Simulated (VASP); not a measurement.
# Si3N4 (P6_3/m) in VASP: settings compared

Si3N4 is run at these levels: PBEsol, r2SCAN; tasks: electric field gradients.

All numbers are computed with VASP 6.6.1; they aren't measurements. Logs are shortened: lines on timing, memory, paths and dates and some standing lists are left out, and cuts for length are marked.

**1. The cell of the first run**

The structure is hexagonal, space group P6_3/m (No. 176). Conventional cell: a = 7.617 Å, b = 7.617 Å, c = 2.913 Å, α = 90.00°, β = 90.00°, γ = 120.00°. Si (site symmetry m) has 4 N at 1.73 to 1.74 Å within 2.3 Å. N (site symmetry -6) has 3 Si at 1.73 Å within 2.3 Å. N (site symmetry m) has 3 Si at 1.74 Å within 2.3 Å.

**2. Electric field gradients, PBEsol**

INCAR

```
ALGO = Normal ; EDIFF = 1E-8
ENCUT = 520 ; GGA = PS
ISIF = 2 ; ISMEAR = -1
LASPH = T ; LCHARG = F
LEFG = T ; LREAL = F
LWAVE = F ; NBANDS = 45
NELM = 100 ; PREC = Accurate
SIGMA = 0.02
```

KPOINTS

```
k-points
0
Gamma
  4 4 9
```

POSCAR

```
Si3N4
1.0
    7.6170000000      0.0000000000      0.0000000000
   -3.8085000000      6.5965155006      0.0000000000
    0.0000000000      0.0000000000      2.9134000000
Si N
6 8
Direct
    0.1740483637      0.7679428862      0.2500000000
    0.4061054775      0.1740483637      0.7500000000
    0.2320571138      0.4061054775      0.2500000000
    0.8259516363      0.2320571138      0.7500000000
    0.5938945225      0.8259516363      0.2500000000
    0.7679428862      0.5938945225      0.7500000000
    0.3333333333      0.6666666667      0.2500000000
    0.6666666667      0.3333333333      0.7500000000
    0.3297879500      0.0300001254      0.2500000000
    0.2997878246      0.3297879500      0.7500000000
    0.9699998746      0.2997878246      0.2500000000
    0.6702120500      0.9699998746      0.7500000000
    0.7002121754      0.6702120500      0.2500000000
    0.0300001254      0.7002121754      0.7500000000
```

Potentials or basis: VASP PAW PBE potentials, release 64 (Si, N).

Started as:

```console
cat potpaw_PBE.64/Si/POTCAR potpaw_PBE.64/N/POTCAR > POTCAR
mpirun -np 1 vasp_std > vasp.out
```

OUTCAR:

```text
EDIFF = 1E-8
   ENCUT = 520
   GGA = PS
   ISIF = 2
   ISMEAR = -1
   LASPH = T
   LREAL = F
   NELM = 100
   PREC = Accurate

 ion  position               nearest neighbor table
   1  0.174  0.768  0.250-   7 1.73   9 1.74  14 1.74  14 1.74   3 3.00   5 3.00   2 3.06   2 3.06
                             6 3.06   6 3.06
   2  0.406  0.174  0.750-   8 1.73  10 1.74   9 1.74   9 1.74   6 3.00   4 3.00   1 3.06   1 3.06
                             3 3.06   3 3.06
   3  0.232  0.406  0.250-   7 1.73  11 1.74  10 1.74  10 1.74   5 3.00   1 3.00   2 3.06   2 3.06
                             4 3.06   4 3.06
   4  0.826  0.232  0.750-   8 1.73  12 1.74  11 1.74  11 1.74   6 3.00   2 3.00   5 3.06   5 3.06
                             3 3.06   3 3.06
   5  0.594  0.826  0.250-   7 1.73  13 1.74  12 1.74  12 1.74   3 3.00   1 3.00   4 3.06   4 3.06
                             6 3.06   6 3.06
   6  0.768  0.594  0.750-   8 1.73  14 1.74  13 1.74  13 1.74   2 3.00   4 3.00   5 3.06   5 3.06
                             1 3.06   1 3.06
   7  0.333  0.667  0.250-   1 1.73   5 1.73   3 1.73
   8  0.667  0.333  0.750-   4 1.73   2 1.73   6 1.73
   9  0.330  0.030  0.250-   1 1.74   2 1.74   2 1.74
  10  0.300  0.330  0.750-   2 1.74   3 1.74   3 1.74
  11  0.970  0.300  0.250-   3 1.74   4 1.74   4 1.74
  12  0.670  0.970  0.750-   4 1.74   5 1.74   5 1.74
  13  0.700  0.670  0.250-   5 1.74   6 1.74   6 1.74
  14  0.030  0.700  0.750-   6 1.74   1 1.74   1 1.74

  LATTYP: Found a hexagonal cell.
 ALAT       =     7.6170000000
 C/A-ratio  =     0.3824865433

  Lattice vectors:

 A1 = (   7.6170000000,   0.0000000000,   0.0000000000)
 A2 = (  -3.8085000000,   6.5965155006,   0.0000000000)
 A3 = (   0.0000000000,   0.0000000000,   2.9134000000)

Analysis of symmetry for initial positions (statically):
=====================================================================
 Subroutine PRICEL returns:
 Original cell was already a primitive cell.

 Routine SETGRP: Setting up the symmetry group for a
 hexagonal supercell.

 Subroutine GETGRP returns: Found 12 space group operations
 (whereof  6 operations were pure point group operations)
 out of a pool of 24 trial point group operations.

The static configuration has the point symmetry S_6 .
 The point group associated with its full space group is C_6h.

Analysis of symmetry for dynamics (positions and initial velocities):
=====================================================================
 Subroutine PRICEL returns:
 Original cell was already a primitive cell.

 Routine SETGRP: Setting up the symmetry group for a
 hexagonal supercell.

 Subroutine GETGRP returns: Found 12 space group operations
 (whereof  6 operations were pure point group operations)
 out of a pool of 24 trial point group operations.

The dynamic configuration has the point symmetry S_6 .
 The point group associated with its full space group is C_6h.

 Subroutine INISYM returns: Found 12 space group operations
 (whereof  6 operations are pure point group operations),
 and found     1 'primitive' translations

----------------------------------------------------------------------------------------

                                     Primitive cell

  volume of cell :     146.3857

  direct lattice vectors                    reciprocal lattice vectors
     7.617000000  0.000000000  0.000000000     0.131285283  0.075797593  0.000000000
    -3.808500000  6.596515501  0.000000000     0.000000000  0.151595187  0.000000000
     0.000000000  0.000000000  2.913400000     0.000000000  0.000000000  0.343241573

  length of vectors
     7.617000000  7.617000000  2.913400000     0.151595187  0.151595187  0.343241573

  position of ions in fractional coordinates (direct lattice)
     0.174048364  0.767942886  0.250000000
     0.406105477  0.174048364  0.750000000
     0.232057114  0.406105477  0.250000000
     0.825951636  0.232057114  0.750000000
     0.593894523  0.825951636  0.250000000
     0.767942886  0.593894523  0.750000000
     0.333333333  0.666666667  0.250000000
     0.666666667  0.333333333  0.750000000
     0.329787950  0.030000125  0.250000000
     0.299787825  0.329787950  0.750000000
     0.969999875  0.299787825  0.250000000
     0.670212050  0.969999875  0.750000000
     0.700212175  0.670212050  0.250000000
     0.030000125  0.700212175  0.750000000

  ion indices of the primitive-cell ions
   primitive index   ion index
                 1           1
                 2           2
                 3           3
                 4           4
                 5           5
                 6           6
                 7           7
                 8           8
                 9           9
[... 82 lines left out ...]
   PSTRESS=    0.0 pullay stress
   NELECT =      64.0000    total number of electrons
   NUPDOWN=      -1.0000    fix difference up-down
   EMIN   =  10.00;   EMAX   =-10.00  energy-range for DOS
   EFERMI =   0.00;   METHOD = LEGACY
   ISMEAR =    -1;   SIGMA  =   0.02  broadening in eV -4-tet -1-fermi 0-gaus
   EFERMI_NEDOS =   21; number of points for ismear=-14 and -15
   IALGO  =     38    algorithm
   IMIX   =      4    mixing-type and parameters
     AMIX     =   0.40;   BMIX     =  1.00
     AMIX_MAG =   1.60;   BMIX_MAG =  1.00
  volume/ion in A,a.u.               =      10.46        70.56
  Fermi-wavevector in a.u.,A,eV,Ry     =   1.242516  2.348014 21.005295  1.543846
  Thomas-Fermi vector in A             =   2.376867
   LORBIT       =      0    0 simple, 1 ext, 2 COOP (PROOUT), +10 PAW based schemes
   GGA     = PS    functional components
   LHFCALC =     F    Hartree Fock is set to
   AEXX    =    0.0000 exact exchange contribution
   IVDW    =     0    specifies the selected vdW correction
   LEPSILON=     F    determine dielectric tensor
   LRPA    =     F    only Hartree local field effects (RPA)
 non-spin polarized calculation
  energy-cutoff  :      520.00
  volume of cell :      146.39
 maximum number of plane-waves:      3971
 NGX is ok and might be reduce to    60
   NGX = 29   NGY = 29   NGZ = 11

 number of electron      63.9999993 magnetization

 Free energy of the ion-electron system (eV)
  ---------------------------------------------------
  ext. energy  EPLUGINS =         0.00000000
  ---------------------------------------------------
  free energy    TOTEN  =      -120.38492282 eV

  energy without entropy =     -120.38492282  energy(sigma->0) =     -120.38492282

 E-fermi :   7.0947     XC(G=0): -10.9969

 val. band max:        6.6053773756   @ k =   0.0000   0.0000   0.2222
 cond. band min:      10.7822571622   @ k =   0.0000   0.0000   0.0000
 fundamental gap:      4.1768797865
 Fermi energy:         7.0946782682

 k-point     1 :       0.0000    0.0000    0.0000
  band No.  band energies     occupation
      1     -11.5427      2.00000
      2     -10.0699      2.00000
      3     -10.0699      2.00000
      4      -9.4316      2.00000
      5      -9.2976      2.00000
      6      -9.2976      2.00000
[... 929 lines left out ...]
     43      14.1258      0.00000
     44      14.2553      0.00000
 [bands above 44 left out]

------------------------ aborting loop because EDIFF is reached ----------------------------------------

  FORCE on cell =-STRESS in cart. coord.  units (eV):
  Direction    XX          YY          ZZ          XY          YZ          ZX
  --------------------------------------------------------------------------------------
  -------------------------------------------------------------------------------------
  Total        0.6516481      0.6516481      0.0151721      0.0000001      0.0000000      0.0000000
  in kB        7.1322248      7.1322248      0.1660567      0.0000013      0.0000000      0.0000000
  external PRESSURE =       4.8101688 kB  Pullay stress =       0.0000000 kB

 VOLUME and BASIS-vectors are now :
 -----------------------------------------------------------------------------
  energy-cutoff  :      520.00
  volume of cell :      146.39
      direct lattice vectors                 reciprocal lattice vectors
     7.617000000  0.000000000  0.000000000     0.131285283  0.075797593  0.000000000
    -3.808500000  6.596515501  0.000000000     0.000000000  0.151595187  0.000000000
     0.000000000  0.000000000  2.913400000     0.000000000  0.000000000  0.343241573

 POSITION                                       TOTAL-FORCE (eV/Angst)
 -----------------------------------------------------------------------------------
     -1.59898      5.06575      0.72835         0.023323     -0.019799      0.000000
      2.43044      1.14811      2.18505         0.028808      0.010299     -0.000000
      0.22093      2.67888      0.72835         0.005485      0.030098      0.000000
      5.40748      1.53077      2.18505        -0.023323      0.019799     -0.000000
      1.37806      5.44840      0.72835        -0.028808     -0.010299      0.000000
      3.58757      3.91763      2.18505        -0.005485     -0.030098     -0.000000
     -0.00000      4.39768      0.72835         0.000000      0.000000      0.000000
      3.80850      2.19884      2.18505         0.000000      0.000000     -0.000000
      2.39774      0.19790      0.72835         0.018610     -0.007992     -0.000000
      1.02749      2.17545      2.18505         0.016227      0.012121     -0.000000
      6.24675      1.97756      0.72835        -0.002384      0.020113      0.000000
      1.41076      6.39862      2.18505        -0.018610      0.007992      0.000000
      2.78101      4.42106      0.72835        -0.016227     -0.012121     -0.000000
     -2.43825      4.61896      2.18505         0.002384     -0.020113      0.000000
 -----------------------------------------------------------------------------------
    total drift:                                0.000000     -0.000000      0.000000

  FREE ENERGIE OF THE ION-ELECTRON SYSTEM (eV)
  ---------------------------------------------------
  free  energy   TOTEN  =      -120.3849228221 eV

  energy  without entropy=     -120.3849228221  energy(sigma->0) =     -120.38492282

 Electric field gradients (V/A^2)
---------------------------------------------------------------------
 ion       V_xx      V_yy      V_zz      V_xy      V_xz      V_yz
---------------------------------------------------------------------
   1      -3.330     7.124    -3.794     5.588    -0.000    -0.000
   2      -0.329     4.123    -3.794    -7.321    -0.000     0.000
   3       9.350    -5.556    -3.794     1.733     0.000     0.000
   4      -3.330     7.124    -3.794     5.588     0.000     0.000
   5      -0.329     4.123    -3.794    -7.321     0.000    -0.000
   6       9.350    -5.556    -3.794     1.733     0.000     0.000
   7      22.012    22.013   -44.025     0.000    -0.000    -0.000
   8      22.012    22.013   -44.025     0.000     0.000    -0.000
   9     -44.878    20.071    24.807     1.865     0.000     0.000
  10       2.219   -27.025    24.806   -29.057     0.000    -0.000
  11       5.450   -30.256    24.806    27.191    -0.000    -0.000
  12     -44.878    20.071    24.807     1.865    -0.000    -0.000
  13       2.219   -27.025    24.806   -29.057    -0.000     0.000
  14       5.450   -30.256    24.806    27.191     0.000    -0.000
---------------------------------------------------------------------

 Electric field gradients after diagonalization (V/A^2)
 (convention: |V_zz| > |V_xx| > |V_yy|)
----------------------------------------------------------------------
 ion       V_xx      V_yy      V_zz     asymmetry (V_yy - V_xx)/ V_zz
----------------------------------------------------------------------
   1      -5.754    -3.794     9.549       0.205
   2      -5.754    -3.794     9.549       0.205
   3      -5.754    -3.794     9.549       0.205
   4      -5.754    -3.794     9.549       0.205
   5      -5.754    -3.794     9.549       0.205
   6      -5.754    -3.794     9.549       0.205
   7      22.013    22.012   -44.025       0.000
   8      22.013    22.012   -44.025       0.000
   9      24.807    20.125   -44.931       0.104
  10      24.806    20.125   -44.931       0.104
  11      24.806    20.125   -44.931       0.104
  12      24.807    20.125   -44.931       0.104
  13      24.806    20.125   -44.931       0.104
  14      24.806    20.125   -44.931       0.104
----------------------------------------------------------------------

           NMR quadrupolar parameters

 Cq : quadrupolar parameter    Cq=e*Q*V_zz/h
 eta: asymmetry parameters     (V_yy - V_xx)/ V_zz
 Q  : nuclear electric quadrupole moment in mb (millibarn)
----------------------------------------------------------------------
 ion       Cq(MHz)       eta       Q (mb)
----------------------------------------------------------------------
   1       0.023       0.205       1.000
   2       0.023       0.205       1.000
   3       0.023       0.205       1.000
   4       0.023       0.205       1.000
   5       0.023       0.205       1.000
   6       0.023       0.205       1.000
   7      -0.106       0.000       1.000
   8      -0.106       0.000       1.000
   9      -0.109       0.104       1.000
  10      -0.109       0.104       1.000
  11      -0.109       0.104       1.000
  12      -0.109       0.104       1.000
  13      -0.109       0.104       1.000
  14      -0.109       0.104       1.000
----------------------------------------------------------------------
```

It took 2.1 min on 1 thread of Intel Xeon Platinum 8559C (Emerald Rapids), shared host; peak memory 0.3 GiB.

What came out:

```
Free energy            : -120.3849 eV
Pressure               : 0.5 GPa
Largest force          : 0.031 eV/Å
Band gap on the k mesh : 4.18 eV, indirect (least direct gap 4.36 eV)
```

Forces on the atoms (eV/Å):
```
Si   0.023 -0.020  0.000
Si   0.029  0.010  0.000
Si   0.005  0.030  0.000
Si  -0.023  0.020  0.000
Si  -0.029 -0.010  0.000
Si  -0.005 -0.030  0.000
N    0.000  0.000  0.000
N    0.000  0.000  0.000
N    0.019 -0.008  0.000
N    0.016  0.012  0.000
N   -0.002  0.020  0.000
N   -0.019  0.008  0.000
N   -0.016 -0.012  0.000
N    0.002 -0.020  0.000
```

Levels at points of the mesh, in eV from the valence-band top:
```csv
k point,band 28,band 29,band 30,band 31,band 32,band 33,band 34,band 35,band 36,band 37
"(0.00, 0.00, 0.00)",-1.27,-1.27,-0.45,-0.37,-0.18,4.18,4.62,4.77,4.77,5.10
"(0.50, 0.00, 0.00)",-1.67,-1.35,-0.76,-0.32,-0.24,4.50,4.59,4.73,5.16,5.69
```

Electric field gradients, principal values (V/Å²):
```
atom   least  middle  greatest (by size)
1 Si  -3.794  -5.754               9.549
2 Si  -3.794  -5.754               9.549
3 Si  -3.794  -5.754               9.549
4 Si  -3.794  -5.754               9.549
5 Si  -3.794  -5.754               9.549
6 Si  -3.794  -5.754               9.549
 7 N  22.012  22.013             -44.025
 8 N  22.012  22.013             -44.025
 9 N  20.125  24.807             -44.931
10 N  20.125  24.806             -44.931
11 N  20.125  24.806             -44.931
12 N  20.125  24.807             -44.931
13 N  20.125  24.806             -44.931
14 N  20.125  24.806             -44.931
```

Caveat: without QUAD_EFG the Cq values of the log hold for a quadrupole moment of 1 mb, not for the nuclei; the PAW data sets were made with another functional, which shifts forces and pressure a little. A k mesh can miss the band edges.

[end of part 1 of 2]
